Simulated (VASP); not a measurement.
NaCl: single point with PBE

NaCl:

```
Na Cl
1.0
     3.28761    0.00000    0.00000
     0.00000    3.28761    0.00000
     0.00000    0.00000    3.47443
Na Cl
1 1
Direct
  0.00000 0.00000 0.00000
  0.50000 0.50000 0.50000
```

This cell differs from its parent crystal: epitaxial xy strain -5.0%.

```yaml
Program: VASP 6.6.1
Task: single point
Functional: PBE
Potentials_or_basis: VASP PAW PBE potentials, release 64 (Na_pv, Cl)
Cutoff: 520 eV
k_mesh: 8 × 8 × 8
Occupations: fermi-dirac, width 0.02 eV
Spin: no spin polarisation
```

```
Pressure               : 5.0 GPa
Band gap on the k mesh : 4.28 eV, indirect (least direct gap 4.84 eV)
```

Stress tensor (GPa, compression positive):
```
6.72 0.00 0.00
0.00 6.72 0.00
0.00 0.00 1.44
```

Levels at points of the mesh, in eV from the valence-band top:
| k point | band 4 | band 5 | band 6 | band 7 | band 8 | band 9 | band 10 | band 11 |
| --- | --- | --- | --- | --- | --- | --- | --- | --- |
| (0.00, 0.00, 0.00) | -14.05 | -1.11 | -0.56 | -0.56 | 4.28 | 8.05 | 8.52 | 15.98 |
| (0.50, 0.00, 0.00) | -13.48 | -3.74 | -0.76 | -0.25 | 7.10 | 9.43 | 10.34 | 11.31 |
| (0.50, 0.50, 0.00) | -13.06 | -2.87 | -2.87 | -0.37 | 5.52 | 9.67 | 11.67 | 11.67 |
| (0.00, 0.00, 0.50) | -13.63 | -3.73 | -0.36 | -0.36 | 7.38 | 9.14 | 10.33 | 12.31 |
| (0.50, 0.00, 0.50) | -13.21 | -3.04 | -2.83 | 0.00 | 5.26 | 10.20 | 11.58 | 12.13 |
| (0.50, 0.50, 0.50) | -12.77 | -2.50 | -2.50 | -2.29 | 6.93 | 6.96 | 6.96 | 12.60 |

It took 10 s on 1 thread of Intel(R) Xeon(R) 6975P-C (Granite Rapids), with other jobs on the host, peak memory 0.15 GiB.

Caveat: the cell differs from its parent crystal (epitaxial xy strain -5.0%). A k mesh can miss the band edges.
